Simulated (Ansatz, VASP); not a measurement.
**Two plane-wave programs on Mg3Cd2Te3**

```
Mg Cd Te
1.0
     6.07107    0.00000    0.00000
     0.00000    6.07107    0.00000
     0.00000    0.00000    6.07107
Mg Cd Te
3 2 3
Cartesian
  3.0355 0.0000 0.0000
  0.0000 3.0355 0.0000
  0.0000 0.0000 3.0355
  0.0000 0.0000 0.0000
  3.0355 3.0355 3.0355
  0.0000 3.0355 3.0355
  3.0355 0.0000 3.0355
  3.0355 3.0355 0.0000
```

Alike in both runs: functional PBE; k mesh 3 × 3 × 3; occupations gaussian, width 0.2 eV; no spin polarisation.

Ansatz relaxed the structure, and its values are those at the end. VASP's run is a single point on that final structure, the one shown.

|  | VASP | Ansatz |
| --- | --- | --- |
| version | VASP 6.6.1 | Ansatz 0.2.0 |
| potentials or method | VASP PAW PBE potentials, release 64 (Mg, Cd, Te), cutoff 520 eV | scalar-relativistic, plane waves, PAW |
| valence electrons in the cell | 48 | 118 |

|  | VASP | Ansatz | Ansatz less VASP |
| --- | --- | --- | --- |
| gap on the k mesh at the Fermi level (eV) | none | none | - |
| pressure (GPa) | -0.5 | -0.5 | -0.01 |

A gap of «none» marks a metal or a gap that the smearing closes. VASP's potentials hold 48 valence electrons a cell and Ansatz's 118, so a difference there can come from the potentials and not from the codes.

Neither program's run includes spin-orbit coupling.
